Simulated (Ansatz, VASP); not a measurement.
## Cd in VASP and in Ansatz

```xyz
1
Lattice="0.0000 2.2847 2.1849 2.2847 0.0000 2.1849 2.2847 2.2847 0.0000" Properties=species:S:1:pos:R:3 pbc="T T T"
Cd    0.0000    0.0000    0.0000
```

Change from the starting cell: strain +0.030 along x and y, -0.015 along z, atoms carried along.

Alike in both runs: task single point; functional PBEsol; k mesh 18 × 18 × 18; occupations gaussian, width 0.15 eV; no spin polarisation.

|  | VASP | Ansatz |
| --- | --- | --- |
| version | VASP 6.6.1 | Ansatz 0.2.0 |
| potentials or method | VASP PAW PBE potentials, release 64 (Cd), cutoff 520 eV | scalar-relativistic, plane waves, PAW |
| valence electrons in the cell | 12 | 20 |

```tsv
	VASP	Ansatz	Ansatz less VASP
gap on the k mesh at the Fermi level (eV)	none	none	-
pressure (GPa)	-3.6	-3.9	-0.26
traceless stress, the component that is largest in VASP (GPa)	0.65	0.65	-0.006
```

VASP's potentials were made for PBE, not for PBEsol. A gap of «none» marks a metal or a gap that the smearing closes. VASP's potentials hold 12 valence electrons a cell and Ansatz's 20, so a difference there can come from the potentials and not from the codes.
